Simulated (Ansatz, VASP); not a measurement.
# One calculation of PtS2, two programs

INCAR

```
SYSTEM = PtS2
PREC = Accurate
ENCUT = 520
EDIFF = 1E-6
ISMEAR = 0
SIGMA = 0.05
LREAL = .FALSE.
LASPH = .TRUE.
NELM = 80
ALGO = Normal
ISIF = 2
LWAVE = .FALSE.
LCHARG = .TRUE.
LDIPOL = .TRUE.
IDIPOL = 3
DIPOL = 0.5 0.5 0.388
GGA = PE
IVDW = 12
LELF = .TRUE.
LVHAR = .TRUE.
LVACPOTAV = .TRUE.
NBANDS = 31
```

File KPOINTS:

```
regular mesh
0
G
  9 9 1
  0 0 0
```

POSCAR

```
PtS2
1.0
    3.5415278079      0.0000000000      0.0000000000
   -1.7707639039      3.0670530498      0.0000000000
    0.0000000000      0.0000000000     22.4670615492
S Pt
4 2
Direct
    0.6666666667      0.3333333333      0.2002932155
    0.3333333333      0.6666666667      0.3108341854
    0.5555555556      0.4444444444      0.4648374133
    0.8888888889      0.1111111111      0.5753783832
    0.0000000000      0.0000000000      0.2555637004
    1.2222222222      0.7777777778      0.5201078982
```

Input for Ansatz:

```yaml
crystal:
  lattice:
    - [3.5415278079, 0.0, 0.0]
    - [-1.7707639039, 3.0670530498, 0.0]
    - [0.0, 0.0, 22.4670615492]
  atoms:
    - { symbol: S, position: [0.6666666667, 0.3333333333, 0.2002932155] }
    - { symbol: Pt, position: [0.0, 0.0, 0.2555637004] }
    - { symbol: S, position: [0.3333333333, 0.6666666667, 0.3108341854] }
    - { symbol: S, position: [0.5555555556, 0.4444444444, 0.4648374133] }
    - { symbol: Pt, position: [1.2222222222, 0.7777777778, 0.5201078982] }
    - { symbol: S, position: [0.8888888889, 0.1111111111, 0.5753783832] }
basis:
  ecutwfc: 420
kpoints:
  mp_grid: { grid: [9, 9, 1] }
hamiltonian:
  xc: pbe
  pseudopotentials: { kind: paw, azcp: { folder: soft_1 } }
  dispersion: d3bj
scf:
  occupations: { method: gaussian, width: 0.05 }
output:
  forces: true
  eigenvalues: true
  write_density: true
  write_potential: true
  elf: true
  volumetric_format: npy
efield:
  axis: 3
  dipole_correction: true
  ramp_width: 0.04
```

Alike in both runs: task single point; functional PBE; dispersion D3(BJ); k mesh 9 × 9 × 1; occupations gaussian, width 0.05 eV; no spin polarisation.

|  | VASP | Ansatz |
| --- | --- | --- |
| version | VASP 6.6.1 | Ansatz 0.2.0 |
| potentials or method | VASP PAW PBE potentials, release 64 (S, Pt), cutoff 520 eV | scalar-relativistic, plane waves, PAW |
| valence electrons in the cell | 44 | 60 |

```csv
,VASP,Ansatz,Ansatz less VASP
gap on the k mesh at the Fermi level (eV),1.46,1.46,-0.007
least direct gap on the mesh (eV),1.58,1.57,-0.007
rms of the force components (eV/Å),0.029,0.030,+0.0007
```

VASP's potentials hold 44 valence electrons a cell and Ansatz's 60, so a difference there can come from the potentials and not from the codes.

Neither program's run includes spin-orbit coupling.
